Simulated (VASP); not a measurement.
# Al3Si2I (P-3m1) in VASP: single point with PBE

Aim: the single point of Al3Si2I with PBE.

Program: VASP 6.6.1. These are calculated values, not measurements. Logs are shortened: lines on timing, memory, paths and dates and some standing lists are left out, and cuts for length are marked.

### 1 The cell of the first run

It takes space group P-3m1 (No. 164, trigonal). Conventional cell: a = 4.204 Å, b = 4.204 Å, c = 8.405 Å, α = 90.00°, β = 90.00°, γ = 120.00°. Within 3.4 Å of Al (site symmetry 3m) lie 4 Si at 2.57 to 2.89 Å and 3 Al at 3.06 Å and 3 I at 3.37 Å. Al (site symmetry -3m) has 6 Si at 2.64 Å and 6 Al at 3.06 Å within 3.5 Å. Within 3.4 Å of Si (site symmetry 3m) lie 7 Al at 2.57 to 2.89 Å and 3 Si at 3.18 Å. I (site symmetry -3m) has 8 Al at 3.37 to 4.20 Å and 6 Si at 4.00 Å and 6 I at 4.20 Å within 4.4 Å.

The cell was generated, and may not be a known phase.

### 2 Single point, PBE

Input file INCAR:

```
PREC     = Accurate       # precision mode
ENCUT    = 500            # plane-wave cutoff, eV
EDIFF    = 1E-6           # SCF threshold, eV
ISMEAR   = 0              # smearing method
SIGMA    = 0.15           # smearing width, eV
LREAL    = False          # projectors in reciprocal space
LASPH    = True           # aspherical terms in the spheres
NELM     = 120            # most SCF steps
ALGO     = Normal         # electronic algorithm
ISIF     = 2              # what is computed and relaxed
LWAVE    = False          # write WAVECAR
LCHARG   = False          # write CHGCAR
GGA      = PE             # functional
NBANDS   = 21             # bands
GGA_COMPAT= False
```

Input file KPOINTS:

```
Automatic mesh
0
Gamma
  3 3 2
```

Input file POSCAR:

```
Al3Si2I
1.0
    4.2038250970      0.0000000000      0.0000000000
   -2.1019125485      3.6406193270      0.0000000000
    0.0000000000      0.0000000000      8.4053836666
Al Si I
3 2 1
Direct
    0.6666666667      0.3333333333      0.2782589390
    0.3333333333      0.6666666667      0.7217410610
    0.0000000000      0.0000000000      0.5000000000
    0.6666666667      0.3333333333      0.6222015471
    0.3333333333      0.6666666667      0.3777984529
    0.0000000000      0.0000000000      0.0000000000
```

Potentials or basis: VASP PAW PBE potentials, release 64 (Al, Si, I).

Run with:

```bash
$ cat potpaw_PBE.64/Al/POTCAR potpaw_PBE.64/Si/POTCAR potpaw_PBE.64/I/POTCAR > POTCAR
$ mpirun -np 1 vasp_std > vasp.out
```

OUTCAR:

```text
PREC = Accurate
   ENCUT = 500
   EDIFF = 1E-6
   ISMEAR = 0
   LREAL = False
   LASPH = True
   NELM = 120
   ISIF = 2
   GGA = PE

 ion  position               nearest neighbor table
   1  0.667  0.333  0.278-   5 2.57   5 2.57   5 2.57   4 2.89   3 3.06   3 3.06   3 3.06   6 3.37
                             6 3.37   6 3.37
   2  0.333  0.667  0.722-   4 2.57   4 2.57   4 2.57   5 2.89   3 3.06   3 3.06   3 3.06   6 3.37
                             6 3.37   6 3.37
   3  0.000  0.000  0.500-   4 2.64   5 2.64   5 2.64   4 2.64   4 2.64   5 2.64   1 3.06   2 3.06
                             2 3.06   1 3.06   2 3.06   1 3.06
   4  0.667  0.333  0.622-   2 2.57   2 2.57   2 2.57   3 2.64   3 2.64   3 2.64   1 2.89
   5  0.333  0.667  0.378-   1 2.57   1 2.57   1 2.57   3 2.64   3 2.64   3 2.64   2 2.89
   6  0.000  0.000  0.000-   1 3.37   2 3.37   2 3.37   1 3.37   1 3.37   2 3.37

  LATTYP: Found a hexagonal cell.
 ALAT       =     4.2038250970
 C/A-ratio  =     1.9994608417

  Lattice vectors:

 A1 = (   4.2038250970,   0.0000000000,   0.0000000000)
 A2 = (  -2.1019125485,   3.6406193270,   0.0000000000)
 A3 = (   0.0000000000,   0.0000000000,   8.4053836666)

Analysis of symmetry for initial positions (statically):
=====================================================================
 Subroutine PRICEL returns:
 Original cell was already a primitive cell.

 Routine SETGRP: Setting up the symmetry group for a
 hexagonal supercell.

 Subroutine GETGRP returns: Found 12 space group operations
 (whereof 12 operations were pure point group operations)
 out of a pool of 24 trial point group operations.

The static configuration has the point symmetry D_3d.

Analysis of symmetry for dynamics (positions and initial velocities):
=====================================================================
 Subroutine PRICEL returns:
 Original cell was already a primitive cell.

 Routine SETGRP: Setting up the symmetry group for a
 hexagonal supercell.

 Subroutine GETGRP returns: Found 12 space group operations
 (whereof 12 operations were pure point group operations)
 out of a pool of 24 trial point group operations.

The dynamic configuration has the point symmetry D_3d.

 Subroutine INISYM returns: Found 12 space group operations
 (whereof 12 operations are pure point group operations),
 and found     1 'primitive' translations

----------------------------------------------------------------------------------------

                                     Primitive cell

  volume of cell :     128.6404

  direct lattice vectors                    reciprocal lattice vectors
     4.203825097  0.000000000  0.000000000     0.237878593  0.137339270  0.000000000
    -2.101912549  3.640619327  0.000000000     0.000000000  0.274678540  0.000000000
     0.000000000  0.000000000  8.405383667     0.000000000  0.000000000  0.118971369

  length of vectors
     4.203825097  4.203825097  8.405383667     0.274678540  0.274678540  0.118971369

  position of ions in fractional coordinates (direct lattice)
     0.666666667  0.333333333  0.278258939
     0.333333333  0.666666667  0.721741061
     0.000000000  0.000000000  0.500000000
     0.666666667  0.333333333  0.622201547
     0.333333333  0.666666667  0.377798453
     0.000000000  0.000000000  0.000000000

  ion indices of the primitive-cell ions
   primitive index   ion index
                 1           1
                 2           2
                 3           3
                 4           4
                 5           5
                 6           6

----------------------------------------------------------------------------------------

 KPOINTS: Automatic mesh

Automatic generation of k-mesh.
 Grid dimensions read from file:
 generate k-points for:    3    3    2

 Generating k-lattice:

  Cartesian coordinates                     Fractional coordinates (reciprocal lattice)
     0.079292864  0.045779757  0.000000000     0.333333333  0.000000000  0.000000000
     0.000000000  0.091559513  0.000000000     0.000000000  0.333333333  0.000000000
     0.000000000  0.000000000  0.059485684     0.000000000  0.000000000  0.500000000

  Length of vectors
     0.091559513  0.091559513  0.059485684

  Shift w.r.t. Gamma in fractional coordinates (k-lattice)
     0.000000000  0.000000000  0.000000000

 Subroutine IBZKPT returns following result:
 ===========================================

 Found      6 irreducible k-points:

 Following reciprocal coordinates:
            Coordinates               Weight
  0.000000  0.000000  0.000000      1.000000
  0.333333 -0.000000  0.000000      6.000000
  0.333333  0.333333  0.000000      2.000000
  0.000000  0.000000  0.500000      1.000000
  0.333333 -0.000000  0.500000      6.000000
  0.333333  0.333333  0.500000      2.000000
   k-points           NKPTS =      6   k-points in BZ     NKDIM =      6   number of bands    NBANDS=     21
   number of dos      NEDOS =    301   number of ions     NIONS =      6
   total plane-waves  NPLWV =  65536
   dimension x,y,z NGX =    32 NGY =   32 NGZ =   64
   dimension x,y,z NGXF=    64 NGYF=   64 NGZF=  128
   ions per type =               3   2   1
   NGX,Y,Z   is equivalent  to a cutoff of  12.65, 12.65, 12.66 a.u.
   NGXF,Y,Z  is equivalent  to a cutoff of  25.31, 25.31, 25.32 a.u.
 SYSTEM =  unknown system
   PREC   = accura    normal or accurate (medium, high low for compatibility)
   ISTART =      0    job   : 0-new  1-cont  2-samecut
   ICHARG =      2    charge: 1-file 2-atom 10-const
   ISPIN  =      1    spin polarized calculation?
   LNONCOLLINEAR =      F non collinear calculations
   LSORBIT =      F    spin-orbit coupling
   LASPH  =      T    aspherical Exc in radial PAW
   ENCUT  =  500.0 eV  36.75 Ry    6.06 a.u.   7.66  7.66 15.32*2*pi/ulx,y,z
   NELM   =    120;   NELMIN=  2; NELMDL= -5     # of ELM steps
   EDIFF  = 0.1E-05   stopping-criterion for ELM
   LREAL  =      F    real-space projection
   EDIFFG = 0.1E-04   stopping-criterion for IOM
   NSW    =      0    number of steps for IOM
   IBRION =     -1    ionic relax: 0-MD 1-quasi-New 2-CG
   NFREE  =      0    steps in history (QN), initial steepest desc. (CG)
   ISIF   =      2    stress and relaxation
   ISYM   =      2    0-nonsym 1-usesym 2-fastsym
   POTIM  = 0.5000    time-step for ionic-motion
   TEBEG  =    0.0;   TEEND  =   0.0 temperature during run
   PSTRESS=    0.0 pullay stress
   NELECT =      24.0000    total number of electrons
   NUPDOWN=      -1.0000    fix difference up-down
   EMIN   =  10.00;   EMAX   =-10.00  energy-range for DOS
   EFERMI =   0.00;   METHOD = LEGACY
   ISMEAR =     0;   SIGMA  =   0.15  broadening in eV -4-tet -1-fermi 0-gaus
   EFERMI_NEDOS =   21; number of points for ismear=-14 and -15
   IALGO  =     38    algorithm
   IMIX   =      4    mixing-type and parameters
     AMIX     =   0.40;   BMIX     =  1.00
     AMIX_MAG =   1.60;   BMIX_MAG =  1.00
  volume/ion in A,a.u.               =      21.44       144.68
  Fermi-wavevector in a.u.,A,eV,Ry     =   0.935448  1.767739 11.905942  0.875062
  Thomas-Fermi vector in A             =   2.062356
   LORBIT       =      0    0 simple, 1 ext, 2 COOP (PROOUT), +10 PAW based schemes
   GGA     = PE    functional components
   LHFCALC =     F    Hartree Fock is set to
   AEXX    =    0.0000 exact exchange contribution
   IVDW    =     0    specifies the selected vdW correction
   LEPSILON=     F    determine dielectric tensor
   LRPA    =     F    only Hartree local field effects (RPA)
 non-spin polarized calculation
 Gauss-broadening in eV      SIGMA  =   0.15
  energy-cutoff  :      500.00
  volume of cell :      128.64
 maximum number of plane-waves:      3337
 NGX is ok and might be reduce to    30
   NGX = 15   NGY = 15   NGZ = 31

 number of electron      24.0000001 magnetization

 Free energy of the ion-electron system (eV)
  ---------------------------------------------------
  ext. energy  EPLUGINS =         0.00000000
  ---------------------------------------------------
  free energy    TOTEN  =       -22.91689572 eV

  energy without entropy =      -22.91389021  energy(sigma->0) =      -22.91539297

 E-fermi :   6.5169     XC(G=0):  -9.5077

 val. band max:        6.2753617311   @ k =   0.3333   0.3333   0.0000
 cond. band min:       6.7917306827   @ k =   0.3333  -0.0000   0.5000
 fundamental gap:      0.5163689516
 Fermi energy:         6.5169238763

 k-point     1 :       0.0000    0.0000    0.0000
  band No.  band energies     occupation
      1      -6.7568      2.00000
      2      -5.2850      2.00000
      3      -2.5200      2.00000
      4       2.5963      2.00000
      5       2.8088      2.00000
      6       4.3123      2.00000
[... 13 lines left out ...]
     20      10.4989      0.00000
     21      10.5772      0.00000

 k-point     2 :       0.3333   -0.0000    0.0000
  band No.  band energies     occupation
      1      -6.3675      2.00000
      2      -4.2093      2.00000
      3      -1.5900      2.00000
      4      -0.3700      2.00000
      5       1.9939      2.00000
      6       2.0729      2.00000
[... 13 lines left out ...]
     20      11.3157      0.00000
     21      12.1911      0.00000

 k-point     3 :       0.3333    0.3333    0.0000
  band No.  band energies     occupation
      1      -6.1576      2.00000
      2      -2.3694      2.00000
      3      -2.3694      2.00000
      4      -0.6954      2.00000
      5       0.8591      2.00000
      6       0.8591      2.00000
[... 13 lines left out ...]
     20      12.3170      0.00000
     21      12.3170      0.00000

 k-point     4 :       0.0000    0.0000    0.5000
  band No.  band energies     occupation
      1      -6.7084      2.00000
      2      -5.4419      2.00000
      3      -2.1055      2.00000
      4       0.9238      2.00000
      5       4.3182      2.00000
      6       4.3182      2.00000
[... 13 lines left out ...]
     20      10.4112      0.00000
     21      11.2558      0.00000

 k-point     5 :       0.3333   -0.0000    0.5000
  band No.  band energies     occupation
      1      -6.3546      2.00000
      2      -4.2786      2.00000
      3      -1.4559      2.00000
      4      -0.3003      2.00000
      5       1.9467      2.00000
      6       2.0811      2.00000
[... 13 lines left out ...]
     20      11.5954      0.00000
     21      12.7217      0.00000

 k-point     6 :       0.3333    0.3333    0.5000
  band No.  band energies     occupation
      1      -6.1558      2.00000
      2      -2.3530      2.00000
      3      -2.3530      2.00000
      4      -0.8064      2.00000
      5       0.5828      2.00000
      6       0.5828      2.00000
[... 13 lines left out ...]
     20      12.1876      0.00000
     21      12.5163      0.00000

------------------------ aborting loop because EDIFF is reached ----------------------------------------

  FORCE on cell =-STRESS in cart. coord.  units (eV):
  Direction    XX          YY          ZZ          XY          YZ          ZX
  --------------------------------------------------------------------------------------
  -------------------------------------------------------------------------------------
  Total       -0.0221563     -0.0221563      0.0120989     -0.0000000      0.0000000      0.0000000
  in kB       -0.2759505     -0.2759505      0.1506886     -0.0000000      0.0000000      0.0000000
  external PRESSURE =      -0.1337374 kB  Pullay stress =       0.0000000 kB

 VOLUME and BASIS-vectors are now :
 -----------------------------------------------------------------------------
  energy-cutoff  :      500.00
  volume of cell :      128.64
      direct lattice vectors                 reciprocal lattice vectors
     4.203825097  0.000000000  0.000000000     0.237878593  0.137339270  0.000000000
    -2.101912549  3.640619327  0.000000000     0.000000000  0.274678540  0.000000000
     0.000000000  0.000000000  8.405383667     0.000000000  0.000000000  0.118971369

 POSITION                                       TOTAL-FORCE (eV/Angst)
 -----------------------------------------------------------------------------------
      2.10191      1.21354      2.33887         0.000000      0.000000     -0.000163
     -0.00000      2.42708      6.06651         0.000000     -0.000000      0.000163
      0.00000      0.00000      4.20269        -0.000000     -0.000000      0.000000
      2.10191      1.21354      5.22984        -0.000000     -0.000000      0.002033
     -0.00000      2.42708      3.17554         0.000000     -0.000000     -0.002033
      0.00000      0.00000      0.00000        -0.000000     -0.000000      0.000000
 -----------------------------------------------------------------------------------
    total drift:                               -0.000000     -0.000000      0.000000

  FREE ENERGIE OF THE ION-ELECTRON SYSTEM (eV)
  ---------------------------------------------------
  free  energy   TOTEN  =       -22.9168957247 eV

  energy  without entropy=      -22.9138902077  energy(sigma->0) =      -22.91539297
```

It took 28 s on 1 thread of Intel Xeon 8259CL, shared host; peak memory 0.23 GiB.

What came out:

* Free energy: -22.9169 eV
* Pressure: 0.0 GPa
* Band gap on the k mesh: 0.52 eV (least direct gap 0.99 eV)

Forces on the atoms (eV/Å):
```
Al   0.000  0.000  0.000
Al   0.000  0.000  0.000
Al   0.000  0.000  0.000
Si   0.000  0.000  0.002
Si   0.000  0.000 -0.002
I    0.000  0.000  0.000
```

Caveat: the k points lie up to 0.58 Å⁻¹ apart; semilocal functionals underestimate gaps, and a narrow one can read as zero; spin-orbit coupling is left out, which moves the levels of the heavy elements.
